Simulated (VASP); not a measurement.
# Al in VASP: a series of runs

Runs on Al. Level: PBEsol. Tasks: single point.

Program: VASP 6.6.1. These are calculated values, not measurements. Logs are shortened: lines on timing, memory, paths and dates and some standing lists are left out, and cuts for length are marked.

## (1) The cell of the first run

The typed cell holds 2 atoms: a = 2.862 Å, b = 2.862 Å, c = 4.958 Å, α = 73.22°, β = 73.22°, γ = 60.00°.

## (2) Single point, PBEsol (atoms displaced along a vibrational mode)

INCAR

```
SYSTEM = Al
  PREC = Accurate
  ENCUT = 500
  EDIFF = 1E-6
  ISMEAR = 0
  SIGMA = 0.15
  LREAL = .False.
  LASPH = .True.
  NELM = 120
  ALGO = Normal
  ISIF = 2
  LWAVE = .False.
  LCHARG = .False.
  GGA = PS
  NBANDS = 10
  GGA_COMPAT = .False.
```

KPOINTS

```
Automatic mesh
0
Gamma
  18 18 20
  0 0 0
```

POSCAR

```
Al
1.0
    0.0000000000     -2.0239800000     -2.0239800000
   -2.0239800000      0.0000000000     -2.0239800000
    2.0239800000      2.0239800000     -4.0479600000
Al
2
Direct
    0.5187015953      0.5187015953      0.4438404394
   -0.0187015953     -0.0187015953      0.0561595606
```

Potentials or basis: VASP PAW PBE potentials, release 64 (Al).

Started as:

```
$ cat potpaw_PBE.64/Al/POTCAR > POTCAR
$ mpirun -np 1 vasp_std > vasp.out
```

OUTCAR:

```text
SYSTEM = Al
   PREC = Accurate
   ENCUT = 500
   EDIFF = 1E-6
   ISMEAR = 0
   LREAL = .False.
   LASPH = .True.
   NELM = 120
   ISIF = 2
   GGA = PS

 ion  position               nearest neighbor table
   1  0.519  0.519  0.444-   2 2.45   2 2.45   2 2.45   2 3.30   2 3.30   2 3.30
   2  0.981  0.981  0.056-   1 2.45   1 2.45   1 2.45   1 3.30   1 3.30   1 3.30

  LATTYP: Found a trigonal (rhomboedric) cell.
 ALAT       =     4.9577182496
 COS(alpha) =     0.8333333333

  Lattice vectors:

 A1 = (   2.0239800000,   4.0479600000,  -2.0239800000)
 A2 = (   4.0479600000,   2.0239800000,  -2.0239800000)
 A3 = (   2.0239800000,   2.0239800000,  -4.0479600000)

Analysis of symmetry for initial positions (statically):
=====================================================================
 Subroutine PRICEL returns:
 Original cell was already a primitive cell.

 Routine SETGRP: Setting up the symmetry group for a
 trigonal (rhombohedral) supercell.

 Subroutine GETGRP returns: Found  4 space group operations
 (whereof  2 operations were pure point group operations)
 out of a pool of 12 trial point group operations.

The static configuration has the point symmetry C_1h.
 The point group associated with its full space group is C_2h.

Analysis of symmetry for dynamics (positions and initial velocities):
=====================================================================
 Subroutine PRICEL returns:
 Original cell was already a primitive cell.

 Routine SETGRP: Setting up the symmetry group for a
 trigonal (rhombohedral) supercell.

 Subroutine GETGRP returns: Found  4 space group operations
 (whereof  2 operations were pure point group operations)
 out of a pool of 12 trial point group operations.

The dynamic configuration has the point symmetry C_1h.
 The point group associated with its full space group is C_2h.

 Subroutine INISYM returns: Found  4 space group operations
 (whereof  2 operations are pure point group operations),
 and found     1 'primitive' translations

----------------------------------------------------------------------------------------

                                     Primitive cell

  volume of cell :      33.1649

  direct lattice vectors                    reciprocal lattice vectors
     0.000000000 -2.023980000 -2.023980000     0.123519007 -0.370557021 -0.123519007
    -2.023980000  0.000000000 -2.023980000    -0.370557021  0.123519007 -0.123519007
     2.023980000  2.023980000 -4.047960000     0.123519007  0.123519007 -0.123519007

  length of vectors
     2.862339966  2.862339966  4.957718250     0.409666201  0.409666201  0.213941196

  position of ions in fractional coordinates (direct lattice)
     0.518701595  0.518701595  0.443840439
     0.981298405  0.981298405  0.056159561

  ion indices of the primitive-cell ions
   primitive index   ion index
                 1           1
                 2           2

----------------------------------------------------------------------------------------

 KPOINTS: Automatic mesh

Automatic generation of k-mesh.
 Grid dimensions read from file:
 generate k-points for:   18   18   20

 Generating k-lattice:

  Cartesian coordinates                     Fractional coordinates (reciprocal lattice)
     0.006862167 -0.020586501 -0.006862167     0.055555556  0.000000000 -0.000000000
    -0.020586501  0.006862167 -0.006862167     0.000000000  0.055555556 -0.000000000
     0.006175950  0.006175950 -0.006175950     0.000000000  0.000000000  0.050000000

  Length of vectors
     0.022759233  0.022759233  0.010697060

  Shift w.r.t. Gamma in fractional coordinates (k-lattice)
     0.000000000  0.000000000  0.000000000

 -----------------------------------------------------------------------------
|                                                                             |
|           W    W    AA    RRRRR   N    N  II  N    N   GGGG   !!!           |
|           W    W   A  A   R    R  NN   N  II  NN   N  G    G  !!!           |
|           W    W  A    A  R    R  N N  N  II  N N  N  G       !!!           |
|           W WW W  AAAAAA  RRRRR   N  N N  II  N  N N  G  GGG   !            |
|           WW  WW  A    A  R   R   N   NN  II  N   NN  G    G                |
|           W    W  A    A  R    R  N    N  II  N    N   GGGG   !!!           |
|                                                                             |
|     Your reciprocal lattice and k-lattice belong to different lattice       |
|     classes:                                                                |
|                                                                             |
|        The reciprocal lattice is rhombohedral (trigonal),                   |
|        whereas your k-lattice is base-centered monoclinic.                  |
|                                                                             |
|     Results are often still useful ...                                      |
|                                                                             |
 -----------------------------------------------------------------------------

 WARNING: IBZKPT: internal override: KBLOWUP is changed to .FALSE.
      ... skipping the blow-up phase ...

 Subroutine IBZKPT returns following result:
 ===========================================

 Found   1721 irreducible k-points:

 Following reciprocal coordinates:
            Coordinates               Weight
  0.000000  0.000000  0.000000      1.000000
  0.055556  0.000000 -0.000000      4.000000
  0.111111  0.000000 -0.000000      4.000000
  0.166667  0.000000 -0.000000      4.000000
  0.222222  0.000000  0.000000      4.000000
  0.277778  0.000000 -0.000000      4.000000
[... 16 lines left out ...]
 -0.277778  0.055556 -0.000000      4.000000
 -0.222222  0.055556  0.000000      4.000000
 [... further k-points ...]
   k-points           NKPTS =   1721   k-points in BZ     NKDIM =   1721   number of bands    NBANDS=     10
   number of dos      NEDOS =    301   number of ions     NIONS =      2
   total plane-waves  NPLWV =  20736
   dimension x,y,z NGX =    24 NGY =   24 NGZ =   36
   dimension x,y,z NGXF=    48 NGYF=   48 NGZF=   72
   ions per type =               2
   NGX,Y,Z   is equivalent  to a cutoff of  13.94, 13.94, 12.07 a.u.
   NGXF,Y,Z  is equivalent  to a cutoff of  27.88, 27.88, 24.14 a.u.
 SYSTEM =  Al
   PREC   = accura    normal or accurate (medium, high low for compatibility)
   ISTART =      0    job   : 0-new  1-cont  2-samecut
   ICHARG =      2    charge: 1-file 2-atom 10-const
   ISPIN  =      1    spin polarized calculation?
   LNONCOLLINEAR =      F non collinear calculations
   LSORBIT =      F    spin-orbit coupling
   LASPH  =      T    aspherical Exc in radial PAW
   ENCUT  =  500.0 eV  36.75 Ry    6.06 a.u.   5.22  5.22  9.04*2*pi/ulx,y,z
   NELM   =    120;   NELMIN=  2; NELMDL= -5     # of ELM steps
   EDIFF  = 0.1E-05   stopping-criterion for ELM
   LREAL  =      F    real-space projection
   EDIFFG = 0.1E-04   stopping-criterion for IOM
   NSW    =      0    number of steps for IOM
   IBRION =     -1    ionic relax: 0-MD 1-quasi-New 2-CG
   NFREE  =      0    steps in history (QN), initial steepest desc. (CG)
   ISIF   =      2    stress and relaxation
   ISYM   =      2    0-nonsym 1-usesym 2-fastsym
   POTIM  = 0.5000    time-step for ionic-motion
   TEBEG  =    0.0;   TEEND  =   0.0 temperature during run
   PSTRESS=    0.0 pullay stress
   NELECT =       6.0000    total number of electrons
   NUPDOWN=      -1.0000    fix difference up-down
   EMIN   =  10.00;   EMAX   =-10.00  energy-range for DOS
   EFERMI =   0.00;   METHOD = LEGACY
   ISMEAR =     0;   SIGMA  =   0.15  broadening in eV -4-tet -1-fermi 0-gaus
   EFERMI_NEDOS =   21; number of points for ismear=-14 and -15
   IALGO  =     38    algorithm
   IMIX   =      4    mixing-type and parameters
     AMIX     =   0.40;   BMIX     =  1.00
     AMIX_MAG =   1.60;   BMIX_MAG =  1.00
  volume/ion in A,a.u.               =      16.58       111.90
  Fermi-wavevector in a.u.,A,eV,Ry     =   0.925903  1.749704 11.664236  0.857297
  Thomas-Fermi vector in A             =   2.051808
   LORBIT       =      0    0 simple, 1 ext, 2 COOP (PROOUT), +10 PAW based schemes
   GGA     = PS    functional components
   LHFCALC =     F    Hartree Fock is set to
   AEXX    =    0.0000 exact exchange contribution
   IVDW    =     0    specifies the selected vdW correction
   LEPSILON=     F    determine dielectric tensor
   LRPA    =     F    only Hartree local field effects (RPA)
 non-spin polarized calculation
 Gauss-broadening in eV      SIGMA  =   0.15
  energy-cutoff  :      500.00
  volume of cell :       33.16
 maximum number of plane-waves:       856
 NGX is ok and might be reduce to    24
   NGX = 11   NGY = 11   NGZ = 17

 number of electron       6.0000000 magnetization

 Free energy of the ion-electron system (eV)
  ---------------------------------------------------
  ext. energy  EPLUGINS =         0.00000000
  ---------------------------------------------------
  free energy    TOTEN  =        -7.40871615 eV

  energy without entropy =       -7.40025058  energy(sigma->0) =       -7.40448336

 E-fermi :   7.7753     XC(G=0): -10.1536

 val. band max:        7.7720305381   @ k =   0.3889   0.3889   0.3000
 cond. band min:       7.7766655130   @ k =   0.5000   0.2778   0.4000
 fundamental gap:      0.0046349749
 Fermi energy:         7.7753262286

 k-point     1 :       0.0000    0.0000    0.0000
  band No.  band energies     occupation
      1      -3.6805      2.00000
      2       3.4360      2.00000
      3       3.7553      2.00000
      4      17.7222      0.00000
      5      17.7226      0.00000
      6      18.3414      0.00000
      7      18.3416      0.00000
      8      20.0456      0.00000
      9      20.7490      0.00000
     10      21.4561      0.00000

 k-point     2 :       0.0556    0.0000   -0.0000
  band No.  band energies     occupation
      1      -3.6050      2.00000
      2       3.3892      2.00000
      3       3.9471      2.00000
      4      16.3768      0.00000
      5      16.9609      0.00000
      6      18.2983      0.00000
      7      19.1709      0.00000
      8      19.8637      0.00000
      9      20.7677      0.00000
     10      20.8275      0.00000
[... 274 lines left out ...]
 k-point    24 :      -0.2222    0.0556    0.0000
  band No.  band energies     occupation
      1      -2.1244      2.00000
      2       4.3825      2.00000
      3       5.7366      2.00000
      4       9.7101      0.00000
      5      13.0262      0.00000
      6      13.7701      0.00000
      7      16.6605      0.00000
      8      17.2676      0.00000
      9      19.8795      0.00000
     10      20.7419      0.00000

 [... further k-points ...]

------------------------ aborting loop because EDIFF is reached ----------------------------------------

  FORCE on cell =-STRESS in cart. coord.  units (eV):
  Direction    XX          YY          ZZ          XY          YZ          ZX
  --------------------------------------------------------------------------------------
  -------------------------------------------------------------------------------------
  Total        1.9675434      1.9675434      1.9664086      0.5805931     -0.5837881     -0.5837881
  in kB       95.0509073     95.0509073     94.9960853     28.0481235    -28.2024698    -28.2024698
  external PRESSURE =      95.0326333 kB  Pullay stress =       0.0000000 kB

 VOLUME and BASIS-vectors are now :
 -----------------------------------------------------------------------------
  energy-cutoff  :      500.00
  volume of cell :       33.16
      direct lattice vectors                 reciprocal lattice vectors
     0.000000000 -2.023980000 -2.023980000     0.123519007 -0.370557021 -0.123519007
    -2.023980000  0.000000000 -2.023980000    -0.370557021  0.123519007 -0.123519007
     2.023980000  2.023980000 -4.047960000     0.123519007  0.123519007 -0.123519007

 POSITION                                       TOTAL-FORCE (eV/Angst)
 -----------------------------------------------------------------------------------
     -0.15152     -0.15152     -3.89633         1.959434      1.959434     -1.960030
     -1.87246     -1.87246     -4.19959        -1.959434     -1.959434      1.960030
 -----------------------------------------------------------------------------------
    total drift:                                0.000000      0.000000     -0.000000

  FREE ENERGIE OF THE ION-ELECTRON SYSTEM (eV)
  ---------------------------------------------------
  free  energy   TOTEN  =        -7.4087161457 eV

  energy  without entropy=       -7.4002505784  energy(sigma->0) =       -7.40448336
```

It took 13 min on 1 thread of Oxide Virtual Turin-like, shared host; peak memory 0.47 GiB.

Results:

* Free energy: -7.4087 eV
* Pressure: 9.5 GPa
* Largest force: 3.394 eV/Å
* Band gap on the k mesh: zero (bands 3 and 4 overlap by 5.63 eV)

Forces on the atoms (eV/Å):
```
Al   1.959  1.959 -1.960
Al  -1.959 -1.959  1.960
```

Levels at points of the mesh, in eV from the Fermi level:
```tsv
k point	band 1	band 2	band 3	band 4	band 5	band 6
(0.00, 0.00, 0.00)	-11.46	-4.34	-4.02	9.95	9.95	10.57
(0.50, 0.00, 0.00)	-5.59	-5.41	-0.61	-0.03	3.52	4.02
(0.50, 0.50, 0.00)	-5.22	-5.18	-2.01	-1.10	4.91	5.03
(0.00, 0.00, 0.50)	-10.75	-8.03	3.00	4.07	9.71	9.71
(0.50, 0.00, 0.50)	-5.22	-5.18	-2.01	-1.10	4.91	5.03
(0.50, 0.50, 0.50)	-5.59	-5.41	-0.61	-0.03	3.52	4.02
```

Caveat: the cell differs from its parent crystal (atoms displaced along a vibrational mode); the cell stands under pressure; the PAW data sets were made with another functional, which shifts forces and pressure a little.

(Continued in part 2 of 2.)
